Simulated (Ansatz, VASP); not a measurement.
**CsSbSI2 in VASP and in Ansatz**

Contents of INCAR:

```
SYSTEM = CsSbSI2
PREC = Accurate
ENCUT = 520
EDIFF = 1E-6
ISMEAR = 0
SIGMA = 0.05
LREAL = .FALSE.
LASPH = .TRUE.
NELM = 100
ALGO = Fast
ISIF = 2
LWAVE = .FALSE.
LCHARG = .FALSE.
GGA = PE
NBANDS = 25
```

The input KPOINTS:

```
regular mesh
0
G
  6 6 8
  0 0 0
```

The input POSCAR:

```
CsSbSI2
1.0
    6.1820546249      0.0000000000      0.0000000000
    0.0000000000      6.1820546249      0.0000000000
    0.0000000000      0.0000000000      5.1252666980
Cs Sb S I
1 1 1 2
Direct
    0.0000000000      0.0000000000      0.0000000000
    0.5000000000      0.5000000000      0.5000000000
    0.5000000000      0.5000000000      0.0000000000
    0.0000000000      0.5000000000      0.5000000000
    0.5000000000      0.0000000000      0.5000000000
```

Input for Ansatz:

```yaml
crystal:
  lattice:
    - [6.1820546249, 0.0, 0.0]
    - [0.0, 6.1820546249, 0.0]
    - [0.0, 0.0, 5.125266698]
  atoms:
    - { symbol: Cs, position: [0.0, 0.0, 0.0] }
    - { symbol: Sb, position: [0.5, 0.5, 0.5] }
    - { symbol: S, position: [0.5, 0.5, 0.0] }
    - { symbol: I, position: [0.0, 0.5, 0.5] }
    - { symbol: I, position: [0.5, 0.0, 0.5] }
basis:
  ecutwfc: 420
kpoints:
  mp_grid: { grid: [6, 6, 8] }
hamiltonian:
  xc: pbe
scf:
  occupations: { method: gaussian, width: 0.05 }
output:
  forces: true
  stress: true
  eigenvalues: true
  populations: true
  write_density: true
  write_potential: true
  elf: true
  volumetric_format: npy
```

Alike in both runs: task single point; functional PBE; k mesh 6 × 6 × 8; occupations gaussian, width 0.05 eV; no spin polarisation.

```csv
,VASP,Ansatz
version,VASP 6.6.1,Ansatz 0.2.0
potentials or method,"VASP PAW PBE potentials, release 64 (Cs_sv, Sb, S, I), cutoff 520 eV","scalar-relativistic, plane waves, PAW"
valence electrons in the cell,34,64
```

|  | VASP | Ansatz | Ansatz less VASP |
| --- | --- | --- | --- |
| gap on the k mesh at the Fermi level (eV) | none | none | - |
| pressure (GPa) | 0.8 | 0.8 | +0.03 |
| traceless stress, the component that is largest in VASP (GPa) | -0.44 | -0.45 | -0.007 |

A gap of «none» marks a metal or a gap that the smearing closes. VASP's potentials hold 34 valence electrons a cell and Ansatz's 64, so a difference there can come from the potentials and not from the codes.

Neither program's run includes spin-orbit coupling.
